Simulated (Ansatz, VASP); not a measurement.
## One calculation of Ta2Ru, two programs

```xyz
6
Lattice="2.8878 0.0000 0.0000 -1.4439 2.5009 0.0000 0.0000 0.0000 13.9791" Properties=species:S:1:pos:R:3 pbc="T T T"
Ta    0.0000    1.6673    8.2660
Ta    1.4439    0.8336    1.2765
Ta    0.0000    1.6673   12.7026
Ta    1.4439    0.8336    5.7131
Ru    0.0000    1.6673    3.4948
Ru    1.4439    0.8336   10.4843
```

Alike in both runs: functional PBE; k mesh 6 × 6 × 2; occupations gaussian, width 0.1 eV; no spin polarisation.

Ansatz relaxed the structure, and its values are those at the end. VASP's run is a single point on that final structure, the one shown.

|  | VASP | Ansatz |
| --- | --- | --- |
| version | VASP 6.6.1 | Ansatz 0.2.0 |
| potentials or method | VASP PAW PBE potentials, release 64 (Ta_pv, Ru_pv), cutoff 520 eV | scalar-relativistic, plane waves, PAW |
| valence electrons in the cell | 72 | 84 |

|  | VASP | Ansatz | Ansatz less VASP |
| --- | --- | --- | --- |
| gap on the k mesh at the Fermi level (eV) | none | none | - |
| pressure (GPa) | 0.1 | 0.0 | -0.13 |

A gap of «none» marks a metal or a gap that the smearing closes. VASP's potentials hold 72 valence electrons a cell and Ansatz's 84, so a difference there can come from the potentials and not from the codes.

The k mesh is coarse, so the values compare programs but aren't converged. Spin-orbit coupling is off throughout.
